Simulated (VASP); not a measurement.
Write the native input for VASP 6.6.1 that does the following.

```yaml
Task: single point
Functional: PBE
Potentials_or_basis: VASP PAW PBE potentials, release 64 (Zr_sv, B, N)
Cutoff: 520 eV
k_mesh: 6 × 6 × 6
Occupations: gaussian, width 0.1 eV
Spin: no spin polarisation
Dipole_correction: no
Further_INCAR_settings: ALGO = Normal; EDIFF = 1e-06; NBANDS = 30
```

The structure of Zr2BN3 lies in POSCAR:

```
Zr2BN3
1.0
    3.3041714013      0.0000000000      0.0000000000
    0.0000000000      1.5080181691      6.5773658925
    0.0000000000     -1.5080181691      6.5773658925
Zr B N
2 1 3
Direct
    0.5000000000      0.5048691402      0.5048691402
    0.0000000000      0.1994464594      0.1994464594
    0.5000000000      0.7909045920      0.7909045920
    0.5000000000      0.3343474019      0.3343474019
    0.5000000000      0.6748275169      0.6748275169
    0.0000000000      0.0204934870      0.0204934870
```

One way to write it, as run:

INCAR

```
SYSTEM = Zr2BN3
PREC = Accurate
ENCUT = 520
EDIFF = 1E-6
ISMEAR = 0
SIGMA = 0.1
LREAL = .FALSE.
LASPH = .TRUE.
NELM = 60
ALGO = Normal
ISIF = 2
LWAVE = .FALSE.
LCHARG = .FALSE.
GGA = PE
NBANDS = 30
```

KPOINTS

```
regular mesh
0
G
  6 6 6
  0 0 0
```

Potentials or basis: VASP PAW PBE potentials, release 64 (Zr_sv, B, N).

Run with:

```bash
$ cat potpaw_PBE.64/Zr_sv/POTCAR potpaw_PBE.64/B/POTCAR potpaw_PBE.64/N/POTCAR > POTCAR
$ mpirun -np 1 vasp_std > vasp.out
```

Results of the run:

The pressure is -0.1 GPa, the largest force is 0.278 eV/Å and the band gap on the k mesh is zero (bands 21 and 22 overlap by 3.07 eV).

It took 3 min on 1 thread of Intel(R) Xeon(R) Platinum 8259CL CPU @ 2.50GHz (Skylake/Cascade Lake), with other jobs on the host, peak memory 0.3 GiB.
